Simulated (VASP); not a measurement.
SrO, 4 atoms in the cell. It takes space group P6_3/mmc (No. 194, hexagonal). Conventional cell: a = 4.270 Å, b = 4.270 Å, c = 5.144 Å, α = 90.00°, β = 90.00°, γ = 120.00°. Within 3.3 Å of Sr (site symmetry -6m2) lie 5 O at 2.47 to 2.57 Å. Within 3.3 Å of O (site symmetry -6m2) lie 5 Sr at 2.47 to 2.57 Å. 

```yaml
Program: VASP 6.6.1
Task: single point
Functional: PBEsol
Potentials_or_basis: VASP PAW PBE potentials, release 64 (Sr_sv, O)
Cutoff: 520 eV
k_mesh: 6 × 6 × 4
Occupations: fermi-dirac, width 0.5 eV
Spin: no spin polarisation
Dipole_correction: no
Further_INCAR_settings: ALGO = Normal; EDIFF = 1e-06; NBANDS = 24
```

Potentials or basis: VASP PAW PBE potentials, release 64 (Sr_sv, O).

The run is started by

```sh
$ cat potpaw_PBE.64/Sr_sv/POTCAR potpaw_PBE.64/O/POTCAR > POTCAR
$ mpirun -np 1 vasp_std > vasp.out
```

Hardware: 1 thread of Intel Xeon 8259CL (shared host).

**Question.** How long does it take, and how much memory?

**Answer.** It took 53 s on 1 thread of Intel Xeon 8259CL, with other jobs on the host, peak memory 0.21 GiB. Counts: scf iterations 14, k points 21.
